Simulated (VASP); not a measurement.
# SnO2 (Cassiterite) (P4_2/mnm) in VASP: a series of runs

Runs on SnO2 (Cassiterite). Level: LDA. Tasks: single point.

All numbers are computed with VASP 6.6.1; they aren't measurements. Logs are shortened: lines on timing, memory, paths and dates and some standing lists are left out, and cuts for length are marked.

### 1 The cell of the first run

It takes space group P4_2/mnm (No. 136, tetragonal). The conventional cell has a = 4.669 Å, b = 4.669 Å, c = 3.175 Å, α = 90.00°, β = 90.00°, γ = 90.00°. Within 2.7 Å of Sn (site symmetry mmm) lie 6 O at 2.02 to 2.04 Å. Within 2.7 Å of O (site symmetry m2m) lie 3 Sn at 2.02 to 2.04 Å and 1 O at 2.57 Å.

### 2 Single point, LDA

Input file INCAR:

```
SYSTEM = SnO2
ALGO = Normal
EDIFF = 1E-6
ENCUT = 520
ISIF = 2
ISMEAR = 0
LASPH = .True.
LCHARG = .False.
LREAL = .False.
LWAVE = .False.
NBANDS = 35
NELM = 60
PREC = Accurate
SIGMA = 0.01
```

Input file KPOINTS:

```
k-points
0
Gamma
  4 4 6
  0 0 0
```

Input file POSCAR:

```
SnO2
1.0
    4.6694604415      0.0000000000      0.0000000000
    0.0000000000      4.6694604415      0.0000000000
    0.0000000000      0.0000000000      3.1748299888
Sn O
2 4
Direct
    0.0000000000      0.0000000000      0.0000000000
    0.5000000000      0.5000000000      0.5000000000
    0.3057292028      0.3057292028      0.0000000000
    0.1942707972      0.8057292028      0.5000000000
    0.6942707972      0.6942707972      0.0000000000
    0.8057292028      0.1942707972      0.5000000000
```

Potentials or basis: VASP PAW LDA potentials, release 64 (Sn_d, O).

On the command line:

```console
$ cat potpaw_LDA.64/Sn_d/POTCAR potpaw_LDA.64/O/POTCAR > POTCAR
$ mpirun -np 1 vasp_std > vasp.out
```

OUTCAR:

```text
SYSTEM = SnO2
   EDIFF = 1E-6
   ENCUT = 520
   ISIF = 2
   ISMEAR = 0
   LASPH = .True.
   LREAL = .False.
   NELM = 60
   PREC = Accurate

 ion  position               nearest neighbor table
   1  0.000  0.000  0.000-   3 2.02   5 2.02   4 2.04   6 2.04   4 2.04   6 2.04   2 3.66   2 3.66
                             2 3.66   2 3.66   2 3.66   2 3.66   2 3.66   2 3.66
   2  0.500  0.500  0.500-   4 2.02   6 2.02   5 2.04   3 2.04   3 2.04   5 2.04   1 3.66   1 3.66
                             1 3.66   1 3.66   1 3.66   1 3.66   1 3.66   1 3.66
   3  0.306  0.306  0.000-   1 2.02   2 2.04   2 2.04
   4  0.194  0.806  0.500-   2 2.02   1 2.04   1 2.04
   5  0.694  0.694  0.000-   1 2.02   2 2.04   2 2.04
   6  0.806  0.194  0.500-   2 2.02   1 2.04   1 2.04

  LATTYP: Found a simple tetragonal cell.
 ALAT       =     4.6694604415
 C/A-ratio  =     0.6799136707

  Lattice vectors:

 A1 = (   4.6694604415,   0.0000000000,   0.0000000000)
 A2 = (   0.0000000000,   4.6694604415,   0.0000000000)
 A3 = (   0.0000000000,   0.0000000000,   3.1748299888)

Analysis of symmetry for initial positions (statically):
=====================================================================
 Subroutine PRICEL returns:
 Original cell was already a primitive cell.

 Routine SETGRP: Setting up the symmetry group for a
 simple tetragonal supercell.

 Subroutine GETGRP returns: Found 16 space group operations
 (whereof  8 operations were pure point group operations)
 out of a pool of 16 trial point group operations.

The static configuration has the point symmetry D_2h.
 The point group associated with its full space group is D_4h.

Analysis of symmetry for dynamics (positions and initial velocities):
=====================================================================
 Subroutine PRICEL returns:
 Original cell was already a primitive cell.

 Routine SETGRP: Setting up the symmetry group for a
 simple tetragonal supercell.

 Subroutine GETGRP returns: Found 16 space group operations
 (whereof  8 operations were pure point group operations)
 out of a pool of 16 trial point group operations.

The dynamic configuration has the point symmetry D_2h.
 The point group associated with its full space group is D_4h.

 Subroutine INISYM returns: Found 16 space group operations
 (whereof  8 operations are pure point group operations),
 and found     1 'primitive' translations

----------------------------------------------------------------------------------------

                                     Primitive cell

  volume of cell :      69.2236

  direct lattice vectors                    reciprocal lattice vectors
     4.669460442  0.000000000  0.000000000     0.214157505  0.000000000  0.000000000
     0.000000000  4.669460442  0.000000000     0.000000000  0.214157505  0.000000000
     0.000000000  0.000000000  3.174829989     0.000000000  0.000000000  0.314977496

  length of vectors
     4.669460442  4.669460442  3.174829989     0.214157505  0.214157505  0.314977496

  position of ions in fractional coordinates (direct lattice)
     0.000000000  0.000000000  0.000000000
     0.500000000  0.500000000  0.500000000
     0.305729203  0.305729203  0.000000000
     0.194270797  0.805729203  0.500000000
     0.694270797  0.694270797  0.000000000
     0.805729203  0.194270797  0.500000000

  ion indices of the primitive-cell ions
   primitive index   ion index
                 1           1
                 2           2
                 3           3
                 4           4
                 5           5
                 6           6

----------------------------------------------------------------------------------------

 KPOINTS: k-points

Automatic generation of k-mesh.
 Grid dimensions read from file:
 generate k-points for:    4    4    6

 Generating k-lattice:

  Cartesian coordinates                     Fractional coordinates (reciprocal lattice)
     0.053539376  0.000000000  0.000000000     0.250000000  0.000000000  0.000000000
     0.000000000  0.053539376  0.000000000     0.000000000  0.250000000  0.000000000
     0.000000000  0.000000000  0.052496249     0.000000000  0.000000000  0.166666667

  Length of vectors
     0.053539376  0.053539376  0.052496249

  Shift w.r.t. Gamma in fractional coordinates (k-lattice)
     0.000000000  0.000000000  0.000000000

 Subroutine IBZKPT returns following result:
 ===========================================

 Found     24 irreducible k-points:

 Following reciprocal coordinates:
            Coordinates               Weight
  0.000000  0.000000  0.000000      1.000000
  0.250000  0.000000  0.000000      4.000000
  0.500000  0.000000  0.000000      2.000000
  0.250000  0.250000  0.000000      4.000000
  0.500000  0.250000  0.000000      4.000000
  0.500000  0.500000  0.000000      1.000000
[... 16 lines left out ...]
  0.500000  0.250000  0.500000      4.000000
  0.500000  0.500000  0.500000      1.000000
   k-points           NKPTS =     24   k-points in BZ     NKDIM =     24   number of bands    NBANDS=     35
   number of dos      NEDOS =    301   number of ions     NIONS =      6
   total plane-waves  NPLWV =  31104
   dimension x,y,z NGX =    36 NGY =   36 NGZ =   24
   dimension x,y,z NGXF=    72 NGYF=   72 NGZF=   48
   ions per type =               2   4
   NGX,Y,Z   is equivalent  to a cutoff of  12.82, 12.82, 12.57 a.u.
   NGXF,Y,Z  is equivalent  to a cutoff of  25.63, 25.63, 25.13 a.u.
 SYSTEM =  SnO2
   PREC   = accura    normal or accurate (medium, high low for compatibility)
   ISTART =      0    job   : 0-new  1-cont  2-samecut
   ICHARG =      2    charge: 1-file 2-atom 10-const
   ISPIN  =      1    spin polarized calculation?
   LNONCOLLINEAR =      F non collinear calculations
   LSORBIT =      F    spin-orbit coupling
   LASPH  =      T    aspherical Exc in radial PAW
   ENCUT  =  520.0 eV  38.22 Ry    6.18 a.u.   8.68  8.68  5.90*2*pi/ulx,y,z
   NELM   =     60;   NELMIN=  2; NELMDL= -5     # of ELM steps
   EDIFF  = 0.1E-05   stopping-criterion for ELM
   LREAL  =      F    real-space projection
   EDIFFG = 0.1E-04   stopping-criterion for IOM
   NSW    =      0    number of steps for IOM
   IBRION =     -1    ionic relax: 0-MD 1-quasi-New 2-CG
   NFREE  =      0    steps in history (QN), initial steepest desc. (CG)
   ISIF   =      2    stress and relaxation
   ISYM   =      2    0-nonsym 1-usesym 2-fastsym
   POTIM  = 0.5000    time-step for ionic-motion
   TEBEG  =    0.0;   TEEND  =   0.0 temperature during run
   PSTRESS=    0.0 pullay stress
   NELECT =      52.0000    total number of electrons
   NUPDOWN=      -1.0000    fix difference up-down
   EMIN   =  10.00;   EMAX   =-10.00  energy-range for DOS
   EFERMI =   0.00;   METHOD = LEGACY
   ISMEAR =     0;   SIGMA  =   0.01  broadening in eV -4-tet -1-fermi 0-gaus
   EFERMI_NEDOS =   21; number of points for ismear=-14 and -15
   IALGO  =     38    algorithm
   IMIX   =      4    mixing-type and parameters
     AMIX     =   0.40;   BMIX     =  1.00
     AMIX_MAG =   1.60;   BMIX_MAG =  1.00
  volume/ion in A,a.u.               =      11.54        77.86
  Fermi-wavevector in a.u.,A,eV,Ry     =   1.488189  2.812269 30.132897  2.214705
  Thomas-Fermi vector in A             =   2.601255
   LORBIT       =      0    0 simple, 1 ext, 2 COOP (PROOUT), +10 PAW based schemes
   GGA     = CA    functional components
   LHFCALC =     F    Hartree Fock is set to
   AEXX    =    0.0000 exact exchange contribution
   IVDW    =     0    specifies the selected vdW correction
   LEPSILON=     F    determine dielectric tensor
   LRPA    =     F    only Hartree local field effects (RPA)
 non-spin polarized calculation
 Gauss-broadening in eV      SIGMA  =   0.01
  energy-cutoff  :      520.00
  volume of cell :       69.22
 maximum number of plane-waves:      1884
 NGX is ok and might be reduce to    36
   NGX = 17   NGY = 17   NGZ = 11

 number of electron      51.9999985 magnetization

 Free energy of the ion-electron system (eV)
  ---------------------------------------------------
  ext. energy  EPLUGINS =         0.00000000
  ---------------------------------------------------
  free energy    TOTEN  =       -42.22837512 eV

  energy without entropy =      -42.22837512  energy(sigma->0) =      -42.22837512

 E-fermi :   6.3480     XC(G=0): -11.9786

 val. band max:        6.2675854779   @ k =   0.0000   0.0000   0.0000
 cond. band min:       7.7687922644   @ k =   0.0000   0.0000   0.0000
 fundamental gap:      1.5012067865
 Fermi energy:         6.3480194018

 k-point     1 :       0.0000    0.0000    0.0000
  band No.  band energies     occupation
      1     -14.8010      2.00000
      2     -13.9456      2.00000
      3     -13.6383      2.00000
      4     -13.6188      2.00000
      5     -13.6188      2.00000
      6     -13.5666      2.00000
[... 27 lines left out ...]
     34      18.6324      0.00000
     35      18.8754      0.00000

 k-point     2 :       0.2500    0.0000    0.0000
  band No.  band energies     occupation
      1     -14.6978      2.00000
      2     -14.0708      2.00000
      3     -13.6396      2.00000
      4     -13.6280      2.00000
      5     -13.6140      2.00000
      6     -13.6137      2.00000
[... 27 lines left out ...]
     34      18.5415      0.00000
     35      18.7859      0.00000

 k-point     3 :       0.5000    0.0000    0.0000
  band No.  band energies     occupation
      1     -14.4124      2.00000
      2     -14.4124      2.00000
      3     -13.6439      2.00000
      4     -13.6439      2.00000
      5     -13.6088      2.00000
      6     -13.6088      2.00000
[... 27 lines left out ...]
     34      18.6257      0.00000
     35      18.8633      0.00000
[... 723 lines left out ...]
 k-point    23 :       0.5000    0.2500    0.5000
  band No.  band energies     occupation
      1     -14.6180      2.00000
      2     -14.6180      2.00000
      3     -13.8179      2.00000
      4     -13.8179      2.00000
      5     -13.4599      2.00000
      6     -13.4599      2.00000
[... 27 lines left out ...]
     34      17.8910      0.00000
     35      19.0608      0.00000

 k-point    24 :       0.5000    0.5000    0.5000
  band No.  band energies     occupation
      1     -14.4902      2.00000
      2     -14.4902      2.00000
      3     -14.0316      2.00000
      4     -14.0316      2.00000
      5     -13.4537      2.00000
      6     -13.4537      2.00000
[... 27 lines left out ...]
     34      17.5339      0.00000
     35      19.4069      0.00000

------------------------ aborting loop because EDIFF is reached ----------------------------------------

  FORCE on cell =-STRESS in cart. coord.  units (eV):
  Direction    XX          YY          ZZ          XY          YZ          ZX
  --------------------------------------------------------------------------------------
  -------------------------------------------------------------------------------------
  Total        3.0387217      3.0387217      3.2304335      0.0000000      0.0000000      0.0000000
  in kB       70.3311364     70.3311364     74.7683003      0.0000000      0.0000000      0.0000000
  external PRESSURE =      71.8101910 kB  Pullay stress =       0.0000000 kB

 VOLUME and BASIS-vectors are now :
 -----------------------------------------------------------------------------
  energy-cutoff  :      520.00
  volume of cell :       69.22
      direct lattice vectors                 reciprocal lattice vectors
     4.669460442  0.000000000  0.000000000     0.214157505  0.000000000  0.000000000
     0.000000000  4.669460442  0.000000000     0.000000000  0.214157505  0.000000000
     0.000000000  0.000000000  3.174829989     0.000000000  0.000000000  0.314977496

 POSITION                                       TOTAL-FORCE (eV/Angst)
 -----------------------------------------------------------------------------------
      0.00000      0.00000      0.00000         0.000000      0.000000     -0.000000
      2.33473      2.33473      1.58741         0.000000      0.000000     -0.000000
      1.42759      1.42759      0.00000        -0.016318     -0.016318      0.000000
      0.90714      3.76232      1.58741         0.016318     -0.016318     -0.000000
      3.24187      3.24187      0.00000         0.016318      0.016318     -0.000000
      3.76232      0.90714      1.58741        -0.016318      0.016318     -0.000000
 -----------------------------------------------------------------------------------
    total drift:                                0.000000      0.000000      0.000000

  FREE ENERGIE OF THE ION-ELECTRON SYSTEM (eV)
  ---------------------------------------------------
  free  energy   TOTEN  =       -42.2283751187 eV

  energy  without entropy=      -42.2283751187  energy(sigma->0) =      -42.22837512
```

Wall time 17 s (1 thread of Intel Xeon 6975P-C (Granite Rapids), shared host); peak memory 0.17 GiB.

Results:

* Free energy: -42.2284 eV
* Pressure: 7.2 GPa
* Largest force: 0.023 eV/Å
* Band gap on the k mesh: 1.50 eV, direct

Forces on the atoms (eV/Å):
```
Sn   0.000  0.000  0.000
Sn   0.000  0.000  0.000
O   -0.016 -0.016  0.000
O    0.016 -0.016  0.000
O    0.016  0.016  0.000
O   -0.016  0.016  0.000
```

Stress tensor (GPa, compression positive):
```
7.03 0.00 0.00
0.00 7.03 0.00
0.00 0.00 7.48
```

Caveat: spin-orbit coupling is left out, which moves the levels of the heavy elements.

### 3 Single point, LDA

This run uses another cell than the first one, of 11.44 Å³/atom, 0.992 times its volume.

Input file INCAR:

```
SYSTEM = SnO2
PREC = Accurate
ENCUT = 520
EDIFF = 1E-6
ISMEAR = 0
SIGMA = 0.01
LREAL = .False.
LASPH = .True.
NELM = 80
ALGO = Normal
ISIF = 2
LWAVE = .False.
LCHARG = .False.
GGA = CA
NBANDS = 35
```

Input file KPOINTS:

```
regular mesh
0
Gamma
  4 4 6
  0 0 0
```

Input file POSCAR:

```
SnO2
1.0
    4.6534519333      0.0000000000      0.0000000000
    0.0000000000      4.6534519333      0.0000000000
    0.0000000000      0.0000000000      3.1701358268
Sn O
2 4
Direct
    0.0000000000      0.0000000000      0.0000000000
    0.5000000000      0.5000000000      0.5000000000
    0.3056571257      0.3056571257      0.0000000000
    0.1943428743      0.8056571257      0.5000000000
    0.6943428743      0.6943428743      0.0000000000
    0.8056571257      0.1943428743      0.5000000000
```

Potentials or basis: VASP PAW LDA potentials, release 64 (Sn_d, O).

On the command line:

```console
$ cat potpaw_LDA.64/Sn_d/POTCAR potpaw_LDA.64/O/POTCAR > POTCAR
$ mpirun -np 1 vasp_std > vasp.out
```

It took 17 s on 1 thread of Intel Xeon 6975P-C (Granite Rapids), shared host; peak memory 0.17 GiB.

The run converged. Its results:

* Free energy: -42.1982 eV
* Pressure: 9.2 GPa
* Largest force: 0.024 eV/Å
* Band gap on the k mesh: 1.60 eV, direct

Forces on the atoms (eV/Å):
```
Sn   0.000  0.000  0.000
Sn   0.000  0.000  0.000
O   -0.017 -0.017  0.000
O    0.017 -0.017  0.000
O    0.017  0.017  0.000
O   -0.017  0.017  0.000
```

Stress tensor (GPa, compression positive):
```
9.07 0.00 0.00
0.00 9.07 0.00
0.00 0.00 9.50
```

Levels at points of the mesh, in eV from the valence-band top:
| k point | band 23 | band 24 | band 25 | band 26 | band 27 | band 28 | band 29 | band 30 |
| --- | --- | --- | --- | --- | --- | --- | --- | --- |
| (0.00, 0.00, 0.00) | -1.27 | -0.83 | -0.83 | 0.00 | 1.60 | 6.21 | 6.21 | 6.22 |
| (0.50, 0.00, 0.00) | -1.23 | -1.23 | -0.66 | -0.66 | 4.74 | 4.74 | 6.99 | 6.99 |
| (0.50, 0.50, 0.00) | -1.36 | -1.36 | -0.93 | -0.93 | 5.14 | 5.14 | 7.56 | 7.56 |
| (0.00, 0.00, 0.50) | -1.83 | -1.83 | -1.34 | -1.34 | 6.49 | 6.49 | 9.82 | 9.82 |
| (0.50, 0.00, 0.50) | -1.19 | -1.19 | -0.66 | -0.66 | 6.80 | 6.80 | 8.25 | 8.25 |
| (0.50, 0.50, 0.50) | -1.01 | -1.01 | -0.88 | -0.88 | 5.09 | 5.09 | 8.84 | 8.84 |

Caveat: spin-orbit coupling is left out, which moves the levels of the heavy elements.
